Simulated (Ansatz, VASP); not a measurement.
One calculation of MgO, two programs

Contents of INCAR:

```
ALGO = Normal
EDIFF = 1E-6
ENCUT = 520
GGA = PS
ISIF = 2
ISMEAR = -5
IVDW = 13
LASPH = True
LCHARG = False
LREAL = False
LWAVE = False
NBANDS = 11
NELM = 100
PREC = Accurate
SIGMA = 0.1
```

Contents of KPOINTS:

```
k-points
0
Gamma
  16 16 16
```

POSCAR

```
MgO
1.0
    0.0000000000      2.2406844766      2.2406844766
    2.2406844766      0.0000000000      2.2406844766
    2.2406844766      2.2406844766      0.0000000000
Mg O
1 1
Direct
    0.0000000000      0.0000000000      0.0000000000
    0.2500000000      0.2500000000      0.2500000000
```

Input for Ansatz:

```yaml
crystal:
  lattice:
    - [0.0, 2.2406844766, 2.2406844766]
    - [2.2406844766, 0.0, 2.2406844766]
    - [2.2406844766, 2.2406844766, 0.0]
  atoms:
    - { symbol: Mg, position: [0.0, 0.0, 0.0] }
    - { symbol: O, position: [0.25, 0.25, 0.25] }
kpoints:
  mp_grid: { grid: [16, 16, 16] }
scf:
  occupations: { method: tetrahedron }
hamiltonian:
  xc: pbesol
  pseudopotentials: { kind: all_electron, lapw: { basis_error: 0.001 } }
  dispersion: d4
output:
  forces: true
  stress: true
  eigenvalues: true
  populations: true
```

Alike in both runs: task single point; functional PBEsol; dispersion D4; k mesh 16 × 16 × 16; occupations tetrahedron; no spin polarisation.

```csv
,VASP,Ansatz
version,VASP 6.6.1,Ansatz 0.2.0
potentials or method,"VASP PAW PBE potentials, release 64 (Mg, O), cutoff 520 eV","all-electron LAPW, scalar-relativistic"
```

```csv
,VASP,Ansatz,Ansatz less VASP
gap on the k mesh at the Fermi level (eV),3.84,3.85,+0.002
pressure (GPa),6.9,7.0,+0.03
```

VASP's potentials were made for PBE, not for PBEsol. Ansatz ran all-electron here, and VASP with PAW potentials. Ansatz's warnings: band table not solved further, tetrahedron derivatives may miss energy slope.
